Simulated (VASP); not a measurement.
## HfO2: single point with r2SCAN

Crystal: HfO2.

```
Hf O
1.0
     3.60430    0.00000    0.00000
     0.00000    3.60430    0.00000
     0.00000    0.00000    5.26397
Hf O
2 4
Direct
  0.50000 0.50000 0.50000
  0.00000 0.00000 0.00000
  0.00000 0.50000 0.69325
  0.50000 0.00000 0.80675
  0.50000 0.00000 0.30675
  0.00000 0.50000 0.19325
```

| Property | Result |
| --- | --- |
| Program | VASP 6.6.1 |
| Task | single point |
| Functional | r2SCAN |
| Potentials or basis | VASP PAW PBE potentials, release 64 (Hf_pv, O) |
| Cutoff | 520 eV |
| k mesh | 6 × 6 × 4 |
| Occupations | gaussian, width 0.02 eV |
| Spin | no spin polarisation |

- Pressure: -9.2 GPa
- Largest force: 0.149 eV/Å
- Band gap on the k mesh: 5.18 eV, indirect (least direct gap 5.25 eV)

Forces on the atoms (eV/Å):
```
Hf   0.000  0.000  0.000
Hf   0.000  0.000  0.000
O    0.000  0.000 -0.149
O    0.000  0.000  0.149
O    0.000  0.000  0.149
O    0.000  0.000 -0.149
```

Stress tensor (GPa, compression positive):
```
-9.44  0.00  0.00
 0.00 -9.44  0.00
 0.00  0.00 -8.82
```

Levels at points of the mesh, in eV from the valence-band top:
```tsv
k point	band 20	band 21	band 22	band 23	band 24	band 25
(0.00, 0.00, 0.00)	-0.17	-0.07	-0.07	5.18	5.20	6.41
(0.50, 0.00, 0.00)	-1.42	-0.16	-0.16	5.52	5.52	6.51
(0.50, 0.50, 0.00)	-0.73	-0.65	-0.65	6.24	6.24	6.49
(0.00, 0.00, 0.50)	-0.75	0.00	0.00	5.79	5.79	6.11
(0.50, 0.00, 0.50)	-1.42	-0.92	-0.92	5.63	5.63	6.05
(0.50, 0.50, 0.50)	-1.47	-0.10	-0.10	6.30	6.30	6.75
```

Wall time 3.1 min on 1 thread of Intel(R) Xeon(R) Platinum 8488C (Sapphire Rapids), on a shared host, peak memory 0.21 GiB.

Caveat: the PAW data sets were made with another functional, which shifts forces and pressure a little; spin-orbit coupling is left out, which moves the levels of the heavy elements. A k mesh can miss the band edges.
